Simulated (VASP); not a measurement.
Mg8O9 (a cell with a defect): single point with PBEsol

Mg8O9 (a cell with a defect):

```
CELL_PARAMETERS angstrom
0.00000 3.89500 3.89500
3.89500 0.00000 3.89500
3.89500 3.89500 0.00000
ATOMIC_POSITIONS crystal
Mg 0.02407 0.99226 0.96263
Mg 0.97679 0.02904 0.47104
Mg 0.99208 0.53288 0.94158
Mg 0.01673 0.45626 0.45963
Mg 0.50955 0.05266 0.89900
Mg 0.50685 0.99810 0.45795
Mg 0.50315 0.47352 0.95005
Mg 0.52209 0.55644 0.40140
O 0.25452 0.24961 0.21529
O 0.26949 0.25033 0.69252
O 0.16081 0.70674 0.36189
O 0.26341 0.75866 0.68747
O 0.77969 0.26087 0.17856
O 0.75561 0.25037 0.72434
O 0.79326 0.75513 0.18217
O 0.75607 0.72770 0.72637
O 0.36409 0.77036 0.09552
```

```yaml
Program: VASP 6.6.1
Task: single point
Functional: PBEsol
Potentials_or_basis: VASP PAW PBE potentials, release 64 (Mg, O)
Cutoff: 520 eV
k_mesh: 2 × 2 × 2
Occupations: fermi-dirac, width 0.05 eV
Spin: collinear spin, zero start
Starting_moments: "[0.0, 0.0, 0.0, 0.0, 0.0, 0.0, 0.0, 0.0, 0.0, 0.0, 0.0, 0.0, 0.0, 0.0, 0.0, 0.0, 0.0] μB"
```

- Pressure: 100.9 GPa
- Largest force: 4.122 eV/Å
- Band gap on the k mesh: 5.40 eV
- Net moment: 0.00 μB per cell
- Valence electrons inside the program's atomic spheres: Mg 0.64, 0.69, 0.83, 0.80, 0.60, 0.72, 0.65 (each value once); O 5.27, 5.33, 5.25, 5.23, 5.31 (each value once)

Forces on the atoms (eV/Å):
```
Mg  -0.032 -0.223  1.171
Mg  -0.848  0.109 -0.315
Mg  -2.919  1.810  0.265
Mg   2.827 -0.637 -2.932
Mg   0.676  2.780 -0.139
Mg  -0.920  1.174  1.419
Mg   1.639  0.293  2.374
Mg  -0.614  2.478 -2.413
O   -2.958 -0.857 -0.263
O    0.331 -0.977 -0.166
O    3.246 -1.975  1.038
O    0.969  1.105 -0.179
O    1.475  0.825 -1.990
O   -2.371 -0.987  1.526
O    2.145 -0.182 -1.036
O   -0.165 -3.706  1.291
O   -2.482 -1.030  0.350
```

Stress tensor (GPa, compression positive):
```
100.92   3.46  -2.77
  3.46  85.36   0.38
 -2.77   0.38 116.34
```

Levels at points of the mesh, in eV from the valence-band top:
Spin up:
```
           k point  band 33  band 34  band 35  band 36  band 37  band 38
(0.00, 0.00, 0.00)    -1.57    -1.51    -1.43     5.40     6.80     6.99
(0.50, 0.00, 0.00)    -1.75    -1.39    -0.37     6.24     7.21     7.45
(0.00, 0.50, 0.00)    -1.87    -1.64    -0.31     7.08     7.31     7.84
(0.00, 0.00, 0.50)    -1.37    -1.10    -0.02     5.92     7.25     7.54
(0.50, 0.50, 0.50)    -1.79    -1.55    -0.52     7.14     7.35     7.68
(0.50, 0.50, 0.00)    -1.61    -1.13     0.00     6.05     8.24     8.75
(0.00, 0.50, 0.50)    -1.87    -0.98    -0.36     6.17     8.27     8.72
(0.50, 0.00, 0.50)    -2.15    -0.74    -0.17     7.21     8.28     8.63
```
Spin down:
```csv
k point,band 32,band 33,band 34,band 35,band 36,band 37,band 38,band 39
"(0.00, 0.00, 0.00)",-1.85,-1.57,-1.51,-1.43,5.40,6.80,6.99,7.26
"(0.50, 0.00, 0.00)",-1.97,-1.75,-1.39,-0.37,6.24,7.21,7.45,8.48
"(0.00, 0.50, 0.00)",-2.18,-1.87,-1.64,-0.31,7.08,7.31,7.84,8.50
"(0.00, 0.00, 0.50)",-1.92,-1.37,-1.10,-0.02,5.92,7.25,7.54,8.53
"(0.50, 0.50, 0.50)",-1.87,-1.79,-1.55,-0.52,7.14,7.35,7.68,8.38
"(0.50, 0.50, 0.00)",-2.04,-1.61,-1.13,0.00,6.05,8.24,8.75,9.11
"(0.00, 0.50, 0.50)",-2.03,-1.87,-0.98,-0.36,6.17,8.27,8.72,9.09
"(0.50, 0.00, 0.50)",-2.36,-2.15,-0.74,-0.17,7.21,8.28,8.63,9.06
```

Wall time 3.7 min on 1 thread of Intel(R) Xeon(R) Platinum 8375C CPU @ 2.90GHz (Ice Lake), with other jobs on the host, peak memory 0.34 GiB.

Caveat: the k points lie up to 0.70 Å⁻¹ apart; the PAW data sets were made with another functional, which shifts forces and pressure a little.
